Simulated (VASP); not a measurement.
Wanted: the native input for a VASP 6.6.1 run.

```
Task                   : electric field gradients
Functional             : LDA
Potentials or basis    : VASP PAW LDA potentials, release 64 (Tl_d)
Cutoff                 : 520 eV
k mesh                 : 11 × 11 × 6
Occupations            : fermi-dirac, width 0.05 eV
Spin                   : no spin polarisation
Dipole correction      : no
Further INCAR settings : ALGO = Normal; EDIFF = 1e-08; NBANDS = 20
```

The structure of Tl lies in POSCAR:

```
Tl
1.0
    3.3854479818      0.0000000000      0.0000000000
   -1.6927239909      2.9318839554      0.0000000000
    0.0000000000      0.0000000000      5.4122132506
Tl
2
Direct
    0.3333333333      0.6666666667      0.2500000000
    0.6666666667      0.3333333333      0.7500000000
```

This cell differs from its parent crystal: volume scaled by 0.94.

One way to write it, as run:

INCAR

```
  PREC = Accurate
  ENCUT = 520
  EDIFF = 1E-8
  ISMEAR = -1
  SIGMA = 0.05
  LREAL = F
  LASPH = T
  NELM = 80
  ALGO = Normal
  ISIF = 2
  LWAVE = F
  LCHARG = F
  GGA = CA
  LEFG = T
  NBANDS = 20
```

KPOINTS

```
regular mesh
0
Gamma
  11 11 6
```

Potentials or basis: VASP PAW LDA potentials, release 64 (Tl_d).

The run is started by

```bash
$ cat potpaw_LDA.64/Tl_d/POTCAR > POTCAR
$ mpirun -np 1 vasp_std > vasp.out
```

Results of the run:

The pressure is 0.7 GPa and the band gap on the k mesh is zero (band 13 reaches 10.72 eV, above the bottom of band 14 at 4.63 eV).

Caveat: without QUAD_EFG the Cq values of the log hold for a quadrupole moment of 1 mb, not for the nuclei; spin-orbit coupling is left out, which moves the levels of the heavy elements.

It took 20 s on 1 thread of Intel(R) Xeon(R) 6975P-C (Granite Rapids), with other jobs on the host, peak memory 0.18 GiB.
